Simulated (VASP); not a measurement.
Write the native input for VASP 6.6.1 that does the following.

- Task: relaxation of cell and atoms
- Functional: PBE
- Potentials or basis: VASP PAW PBE potentials, release 64 (Be)
- Cutoff: 600 eV
- k mesh: 11 × 11 × 16
- Occupations: fermi-dirac, width 0.05 eV
- Spin: no spin polarisation
- Target pressure: 69 GPa
- Dipole correction: no
- Further INCAR settings: ALGO = Normal; EDIFF = 1e-06; IBRION = 2; EDIFFG = -0.005; NSW = 60; ISIF = 3

The structure of Be lies in POSCAR:

```
Be
1.0
    3.1645297083      0.0000000000      0.0000000000
   -1.5822648541      2.7405631184      0.0000000000
    0.0000000000      0.0000000000      1.9620084191
Be
3
Direct
    0.0000000000      0.0000000000      0.0000000000
    0.3333333333      0.6666666667      0.5000000000
    0.6666666667      0.3333333333      0.5000000000
```

This isn't the form of Be at room conditions, which is hcp.

One way to write it, as run:

INCAR

```
SYSTEM = Be
ALGO     = Normal         ! electronic algorithm
EDIFF    = 1E-6           ! SCF threshold, eV
EDIFFG   = -0.005         ! ionic threshold
ENCUT    = 600            ! plane-wave cutoff, eV
GGA      = PE             ! functional
IBRION   = 2              ! ionic algorithm
ISIF     = 3              ! what is computed and relaxed
ISMEAR   = -1             ! smearing method
LASPH    = .TRUE.         ! aspherical terms in the spheres
LCHARG   = .FALSE.        ! write CHGCAR
LREAL    = .FALSE.        ! projectors in reciprocal space
LWAVE    = .FALSE.        ! write WAVECAR
NELM     = 80             ! most SCF steps
NSW      = 60             ! ionic steps
PREC     = Accurate       ! precision mode
PSTRESS  = 690.0        
SIGMA    = 0.05           ! smearing width, eV
```

KPOINTS

```
k-points
0
G
  11 11 16
  0 0 0
```

Potentials or basis: VASP PAW PBE potentials, release 64 (Be).

Run with:

```sh
$ cat potpaw_PBE.64/Be/POTCAR > POTCAR
$ mpirun -np 1 vasp_std > vasp.out
```

It gave:

| Quantity | Value |
| --- | --- |
| Relaxed volume | 5.73 Å³/atom |
| Relaxed cell | a = 3.212 Å, b = 3.212 Å, c = 1.924 Å, α = 90.00°, β = 90.00°, γ = 120.00° |
| Space group after relaxing (to 0.1 Å) | P6/mmm (No. 191) |
| Energy change on relaxing (the run minimises the enthalpy) | -36.9 meV/atom |
| Ionic steps | 8 |
| Pressure after relaxing | 69.0 GPa |
| Band gap on the k mesh | zero (bands 3 and 4 overlap by 6.70 eV) |

Caveat: the cell is relaxed towards a set pressure, so the run minimises the enthalpy, not the energy.

Wall time 36 s on 1 thread of Intel Xeon 8259CL, with other jobs on the host, peak memory 0.14 GiB.
